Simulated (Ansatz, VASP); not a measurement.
# SiAs5: VASP beside Ansatz

```xyz
6
Lattice="0.0000 3.8965 3.8965 3.8965 0.0000 3.8965 3.8965 3.8965 0.0000" Properties=species:S:1:pos:R:3 pbc="T T T"
Si    1.9482    1.9482    1.9482
As    4.8598    6.8296    4.8598
As    6.8296    6.8296    6.8296
As    6.8296    4.8598    4.8598
As    4.8598    4.8598    6.8296
As    3.8965    3.8965    3.8965
```

Alike in both runs: task relaxation of cell and atoms; functional PBE; k mesh 8 × 8 × 8; occupations gaussian, width 0.1 eV; no spin polarisation.

|  | VASP | Ansatz |
| --- | --- | --- |
| version | VASP 6.6.1 | Ansatz 0.2.0 |
| potentials or method | VASP PAW PBE potentials, release 64 (Si, As), cutoff 600 eV | scalar-relativistic, plane waves, PAW |
| valence electrons in the cell | 29 | 79 |

Ansatz gave:

| Item | Value |
| --- | --- |
| gap on the k mesh at the Fermi level, each at its own relaxed structure (eV) | none |
| relaxed volume (Å³/atom) | 19.96 |
| relaxed cell length with the largest relative difference (Å) | 5.533 |

Question: Which values does VASP return?

Answer: gap on the k mesh at the Fermi level, each at its own relaxed structure (eV): none; relaxed volume (Å³/atom): 20.01; relaxed cell length with the largest relative difference (Å): 5.537.

A gap of «none» marks a metal or a gap that the smearing closes. VASP's potentials hold 29 valence electrons a cell and Ansatz's 79, so a difference there can come from the potentials and not from the codes.
